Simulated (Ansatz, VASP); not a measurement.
**Two plane-wave programs on BaTiO3**

```xyz
5
Lattice="3.9080 0.0000 0.0000 0.0000 2.8014 2.7416 0.0000 -2.8014 2.7416" Properties=species:S:1:pos:R:3 pbc="T T T"
Ba    0.0000    0.0000    0.0443
Ti    1.9540    0.0000    2.8497
O     0.0000    0.0000    2.6957
O     1.9540   -1.3704    4.0488
O     1.9540    1.3704    4.0488
```

Change from the starting cell: strain -0.025 along x and y, -0.050 along z, atoms carried along.

Alike in both runs: task single point; functional PBE; k mesh 6 × 6 × 6; occupations gaussian, width 0.05 eV; no spin polarisation; Hubbard terms Ti d U = 4.0 eV.

```csv
,VASP,Ansatz
version,VASP 6.6.1,Ansatz 0.2.0
potentials or method,"VASP PAW PBE potentials, release 64 (Ba_sv, Ti_sv, O), cutoff 520 eV","scalar-relativistic, plane waves, PAW"
valence electrons in the cell,40,40
```

```csv
,VASP,Ansatz,Ansatz less VASP
gap on the k mesh at the Fermi level (eV),2.78,2.82,+0.041
least direct gap on the mesh (eV),3.13,3.14,+0.012
pressure (GPa),24.9,19.9,-4.98
"traceless stress, the component that is largest in VASP (GPa)",3.99,3.91,-0.081
rms of the force components (eV/Å),0.717,0.456,-0.2608
```

The programs project onto different local orbitals, so the same U acts differently, and such runs can settle in different states. Atom by atom the forces differ by 0.261 eV/Å (rms over components).

Neither program's run includes spin-orbit coupling.
